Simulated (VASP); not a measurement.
# Se (I4_1/amd) in VASP: notebook

Se is run at these levels: LDA; tasks: single point.

Everything below comes from runs of VASP 6.6.1. Logs are shortened: lines on timing, memory, paths and dates and some standing lists are left out, and cuts for length are marked.

## (1) The cell of the first run

It takes space group I4_1/amd (No. 141, tetragonal). Conventional cell: a = 4.491 Å, b = 4.491 Å, c = 2.363 Å, α = 90.00°, β = 90.00°, γ = 90.00°. Se (site symmetry -4m2) has 10 Se at 2.32 to 2.86 Å within 3.1 Å.

## (2) Single point, LDA

Input file INCAR:

```
PREC = Accurate
ENCUT = 520
EDIFF = 1E-7
ISMEAR = -1
SIGMA = 0.1
LREAL = F
LASPH = T
NELM = 80
ALGO = Normal
ISIF = 2
LWAVE = F
LCHARG = F
GGA = CA
NBANDS = 13
```

Input file KPOINTS:

```
regular mesh
0
Gamma
  17 17 17
```

Input file POSCAR:

```
Se
1.0
   -2.2454759415      2.2454759415      1.1813717184
    2.2454759415     -2.2454759415      1.1813717184
    2.2454759415      2.2454759415     -1.1813717184
Se
2
Direct
   -0.3750000000     -0.1250000000     -0.2500000000
    0.3750000000      0.1250000000      0.2500000000
```

Potentials or basis: VASP PAW LDA potentials, release 64 (Se).

Command:

```
$ cat potpaw_LDA.64/Se/POTCAR > POTCAR
$ mpirun -np 1 vasp_std > vasp.out
```

OUTCAR:

```text
PREC = Accurate
   ENCUT = 520
   EDIFF = 1E-7
   ISMEAR = -1
   LREAL = F
   LASPH = T
   NELM = 80
   ISIF = 2
   GGA = CA

 ion  position               nearest neighbor table
   1  0.625  0.875  0.750-   2 2.32   2 2.32   2 2.32   2 2.32
   2  0.375  0.125  0.250-   1 2.32   1 2.32   1 2.32   1 2.32

  LATTYP: Found a body centered tetragonal cell.
 ALAT       =     4.4909518830
 C/A-ratio  =     0.5261119465

  Lattice vectors:

 A1 = (  -2.2454759415,   2.2454759415,   1.1813717184)
 A2 = (   2.2454759415,  -2.2454759415,   1.1813717184)
 A3 = (   2.2454759415,   2.2454759415,  -1.1813717184)

Analysis of symmetry for initial positions (statically):
=====================================================================
 Subroutine PRICEL returns:
 Original cell was already a primitive cell.

 Routine SETGRP: Setting up the symmetry group for a
 body centered tetragonal supercell.

 Subroutine GETGRP returns: Found 16 space group operations
 (whereof  4 operations were pure point group operations)
 out of a pool of 16 trial point group operations.

The static configuration has the point symmetry C_2h.
 The point group associated with its full space group is D_4h.

Analysis of symmetry for dynamics (positions and initial velocities):
=====================================================================
 Subroutine PRICEL returns:
 Original cell was already a primitive cell.

 Routine SETGRP: Setting up the symmetry group for a
 body centered tetragonal supercell.

 Subroutine GETGRP returns: Found 16 space group operations
 (whereof  4 operations were pure point group operations)
 out of a pool of 16 trial point group operations.

The dynamic configuration has the point symmetry C_2h.
 The point group associated with its full space group is D_4h.

 Subroutine INISYM returns: Found 16 space group operations
 (whereof  4 operations are pure point group operations),
 and found     1 'primitive' translations

----------------------------------------------------------------------------------------

                                     Primitive cell

  volume of cell :      23.8267

  direct lattice vectors                    reciprocal lattice vectors
    -2.245475942  2.245475942  1.181371718     0.000000000  0.222669943  0.423236812
     2.245475942 -2.245475942  1.181371718     0.222669943  0.000000000  0.423236812
     2.245475942  2.245475942 -1.181371718     0.222669943  0.222669943  0.000000000

  length of vectors
     3.388209490  3.388209490  3.388209490     0.478237705  0.478237705  0.314902853

  position of ions in fractional coordinates (direct lattice)
     0.625000000  0.875000000  0.750000000
     0.375000000  0.125000000  0.250000000

  ion indices of the primitive-cell ions
   primitive index   ion index
                 1           1
                 2           2

----------------------------------------------------------------------------------------

 KPOINTS: regular mesh

Automatic generation of k-mesh.
 Grid dimensions read from file:
 generate k-points for:   17   17   17

 Generating k-lattice:

  Cartesian coordinates                     Fractional coordinates (reciprocal lattice)
     0.000000000  0.013098232  0.024896283     0.058823529 -0.000000000  0.000000000
     0.013098232  0.000000000  0.024896283    -0.000000000  0.058823529  0.000000000
     0.013098232  0.013098232  0.000000000     0.000000000  0.000000000  0.058823529

  Length of vectors
     0.028131630  0.028131630  0.018523697

  Shift w.r.t. Gamma in fractional coordinates (k-lattice)
     0.000000000  0.000000000  0.000000000

 Subroutine IBZKPT returns following result:
 ===========================================

 Found    405 irreducible k-points:

 Following reciprocal coordinates:
            Coordinates               Weight
  0.000000  0.000000  0.000000      1.000000
  0.058824 -0.000000  0.000000      8.000000
  0.117647  0.000000  0.000000      8.000000
  0.176471 -0.000000  0.000000      8.000000
  0.235294  0.000000  0.000000      8.000000
  0.294118 -0.000000  0.000000      8.000000
[... 16 lines left out ...]
 -0.176471  0.058824 -0.000000     16.000000
 -0.117647  0.058824  0.000000     16.000000
 [... further k-points ...]
   k-points           NKPTS =    405   k-points in BZ     NKDIM =    405   number of bands    NBANDS=     13
   number of dos      NEDOS =    301   number of ions     NIONS =      2
   total plane-waves  NPLWV =  21952
   dimension x,y,z NGX =    28 NGY =   28 NGZ =   28
   dimension x,y,z NGXF=    56 NGYF=   56 NGZF=   56
   ions per type =               2
   NGX,Y,Z   is equivalent  to a cutoff of  13.74, 13.74, 13.74 a.u.
   NGXF,Y,Z  is equivalent  to a cutoff of  27.48, 27.48, 27.48 a.u.
 SYSTEM =  unknown system
   PREC   = accura    normal or accurate (medium, high low for compatibility)
   ISTART =      0    job   : 0-new  1-cont  2-samecut
   ICHARG =      2    charge: 1-file 2-atom 10-const
   ISPIN  =      1    spin polarized calculation?
   LNONCOLLINEAR =      F non collinear calculations
   LSORBIT =      F    spin-orbit coupling
   LASPH  =      T    aspherical Exc in radial PAW
   ENCUT  =  520.0 eV  38.22 Ry    6.18 a.u.   6.30  6.30  6.30*2*pi/ulx,y,z
   NELM   =     80;   NELMIN=  2; NELMDL= -5     # of ELM steps
   EDIFF  = 0.1E-06   stopping-criterion for ELM
   LREAL  =      F    real-space projection
   EDIFFG = 0.1E-05   stopping-criterion for IOM
   NSW    =      0    number of steps for IOM
   IBRION =     -1    ionic relax: 0-MD 1-quasi-New 2-CG
   NFREE  =      0    steps in history (QN), initial steepest desc. (CG)
   ISIF   =      2    stress and relaxation
   ISYM   =      2    0-nonsym 1-usesym 2-fastsym
   POTIM  = 0.5000    time-step for ionic-motion
   TEBEG  =    0.0;   TEEND  =   0.0 temperature during run
   PSTRESS=    0.0 pullay stress
   NELECT =      12.0000    total number of electrons
   NUPDOWN=      -1.0000    fix difference up-down
   EMIN   =  10.00;   EMAX   =-10.00  energy-range for DOS
   EFERMI =   0.00;   METHOD = LEGACY
   ISMEAR =    -1;   SIGMA  =   0.10  broadening in eV -4-tet -1-fermi 0-gaus
   EFERMI_NEDOS =   21; number of points for ismear=-14 and -15
   IALGO  =     38    algorithm
   IMIX   =      4    mixing-type and parameters
     AMIX     =   0.40;   BMIX     =  1.00
     AMIX_MAG =   1.60;   BMIX_MAG =  1.00
  volume/ion in A,a.u.               =      11.91        80.40
  Fermi-wavevector in a.u.,A,eV,Ry     =   1.302509  2.461385 23.082694  1.696530
  Thomas-Fermi vector in A             =   2.433573
   LORBIT       =      0    0 simple, 1 ext, 2 COOP (PROOUT), +10 PAW based schemes
   GGA     = CA    functional components
   LHFCALC =     F    Hartree Fock is set to
   AEXX    =    0.0000 exact exchange contribution
   IVDW    =     0    specifies the selected vdW correction
   LEPSILON=     F    determine dielectric tensor
   LRPA    =     F    only Hartree local field effects (RPA)
 non-spin polarized calculation
  energy-cutoff  :      520.00
  volume of cell :       23.83
 maximum number of plane-waves:       673
 NGX is ok and might be reduce to    28
   NGX = 13   NGY = 13   NGZ = 13

 number of electron      12.0000000 magnetization

 Free energy of the ion-electron system (eV)
  ---------------------------------------------------
  ext. energy  EPLUGINS =         0.00000000
  ---------------------------------------------------
  free energy    TOTEN  =        -2.65285877 eV

  energy without entropy =       -2.62388802  energy(sigma->0) =       -2.63837339

 E-fermi :  14.6655     XC(G=0): -13.1972

 val. band max:       14.6642154177   @ k =  -0.1765   0.2941   0.1765
 cond. band min:      14.6658562323   @ k =   0.4118   0.2353   0.1765
 fundamental gap:      0.0016408146
 Fermi energy:        14.6655255004

 k-point     1 :       0.0000    0.0000    0.0000
  band No.  band energies     occupation
      1      -8.8978      2.00000
      2       2.8240      2.00000
      3       5.3054      2.00000
      4       5.3054      2.00000
      5      13.3724      2.00000
      6      18.1367      0.00000
      7      18.1367      0.00000
      8      19.7309      0.00000
      9      20.2562      0.00000
     10      23.1979      0.00000
     11      24.5737      0.00000
     12      27.3886      0.00000
     13      29.2691      0.00000

 k-point     2 :       0.0588   -0.0000    0.0000
  band No.  band energies     occupation
      1      -8.7818      2.00000
      2       2.6630      2.00000
      3       5.3156      2.00000
      4       5.6824      2.00000
      5      13.5790      1.99996
      6      17.6071      0.00000
      7      18.1596      0.00000
      8      19.0309      0.00000
      9      19.1520      0.00000
     10      23.2367      0.00000
     11      25.3023      0.00000
     12      26.7890      0.00000
     13      26.9526      0.00000

 k-point     3 :       0.1176    0.0000    0.0000
  band No.  band energies     occupation
      1      -8.4341      2.00000
      2       2.3786      2.00000
      3       5.3581      2.00000
      4       6.6080      2.00000
      5      14.1792      1.98467
      6      16.1157      0.00000
      7      16.9117      0.00000
      8      17.6813      0.00000
      9      18.1614      0.00000
     10      23.2880      0.00000
     11      24.5900      0.00000
     12      25.0830      0.00000
     13      27.1282      0.00000
[... 305 lines left out ...]
 k-point    23 :      -0.1765    0.0588   -0.0000
  band No.  band energies     occupation
      1      -8.2859      2.00000
      2       1.5786      2.00000
      3       5.2613      2.00000
      4       7.4174      2.00000
      5      14.8204      0.35048
      6      15.2129      0.00835
      7      16.6441      0.00000
      8      17.4175      0.00000
      9      18.1119      0.00000
     10      23.6326      0.00000
     11      24.7468      0.00000
     12      25.8280      0.00000
     13      28.1261      0.00000

 k-point    24 :      -0.1176    0.0588    0.0000
  band No.  band energies     occupation
      1      -8.6828      2.00000
      2       1.9243      2.00000
      3       5.3097      2.00000
      4       6.3462      2.00000
      5      14.0456      1.99595
      6      16.5678      0.00000
      7      17.8364      0.00000
      8      18.9914      0.00000
      9      19.3102      0.00000
     10      23.8002      0.00000
     11      25.4561      0.00000
     12      27.0255      0.00000
     13      27.4260      0.00000

 [... further k-points ...]
[... 5 lines left out ...]
  --------------------------------------------------------------------------------------
  -------------------------------------------------------------------------------------
  Total       21.2064578     21.2064578     21.2162541      0.0000000      0.0000000     -0.0000000
  in kB     1425.9862590   1425.9862590   1426.6449966      0.0000000      0.0000000     -0.0000000
  external PRESSURE =    1426.2058382 kB  Pullay stress =       0.0000000 kB

 VOLUME and BASIS-vectors are now :
 -----------------------------------------------------------------------------
  energy-cutoff  :      520.00
  volume of cell :       23.83
      direct lattice vectors                 reciprocal lattice vectors
    -2.245475942  2.245475942  1.181371718     0.000000000  0.222669943  0.423236812
     2.245475942 -2.245475942  1.181371718     0.222669943  0.000000000  0.423236812
     2.245475942  2.245475942 -1.181371718     0.222669943  0.222669943  0.000000000

 POSITION                                       TOTAL-FORCE (eV/Angst)
 -----------------------------------------------------------------------------------
      2.24548      1.12274      0.88603         0.000000      0.000000      0.000000
      0.00000      1.12274      0.29534        -0.000000     -0.000000     -0.000000
 -----------------------------------------------------------------------------------
    total drift:                               -0.000000      0.000000     -0.000000

  FREE ENERGIE OF THE ION-ELECTRON SYSTEM (eV)
  ---------------------------------------------------
  free  energy   TOTEN  =        -2.6528587716 eV

  energy  without entropy=       -2.6238880154  energy(sigma->0) =       -2.63837339
```

Wall time 3.2 min (1 thread of Oxide Virtual Turin-like, shared host); peak memory 0.19 GiB.

What came out:

- Free energy: -2.6529 eV
- Pressure: 142.6 GPa
- Band gap on the k mesh: zero (bands 6 and 7 overlap by 8.14 eV)

Caveat: the cell stands under pressure.

## (3) Single point, LDA

Input file INCAR:

```
SYSTEM = Se
PREC = Accurate ; ENCUT = 520
EDIFF = 1E-6 ; ISMEAR = -1
SIGMA = 0.1 ; LREAL = .False.
LASPH = .True. ; NELM = 60
ALGO = Normal ; ISIF = 2
LWAVE = .False. ; LCHARG = .False.
GGA = CA ; NBANDS = 13
```

Input file KPOINTS:

```
regular mesh
0
Gamma
  17 17 17
  0 0 0
```

Input file POSCAR:

```
Se
1.0
   -2.2456758531      2.2456758531      1.1814347203
    2.2456758531     -2.2456758531      1.1814347203
    2.2456758531      2.2456758531     -1.1814347203
Se
2
Direct
   -0.3750000000     -0.1250000000     -0.2500000000
    0.3750000000      0.1250000000      0.2500000000
```

Potentials or basis: VASP PAW LDA potentials, release 64 (Se).

Command:

```
$ cat potpaw_LDA.64/Se/POTCAR > POTCAR
$ mpirun -np 1 vasp_std > vasp.out
```

Wall time 3.3 min (1 thread of Oxide Virtual Turin-like, shared host); peak memory 0.19 GiB.

The run converged. Its results:

```yaml
Free_energy: -2.6578 eV
Pressure: 142.5 GPa
Band_gap_on_the_k_mesh: zero (bands 6 and 7 overlap by 8.14 eV)
```

Stress tensor (GPa, compression positive):
```
142.47   0.00   0.00
  0.00 142.47   0.00
  0.00   0.00 142.55
```

Levels at points of the mesh, in eV from the Fermi level:
```csv
k point,band 2,band 3,band 4,band 5,band 6,band 7,band 8,band 9,band 10,band 11
"(0.00, 0.00, 0.00)",-11.84,-9.36,-9.36,-1.29,3.47,3.47,5.06,5.59,8.53,9.91
```

Caveat: the cell stands under pressure.
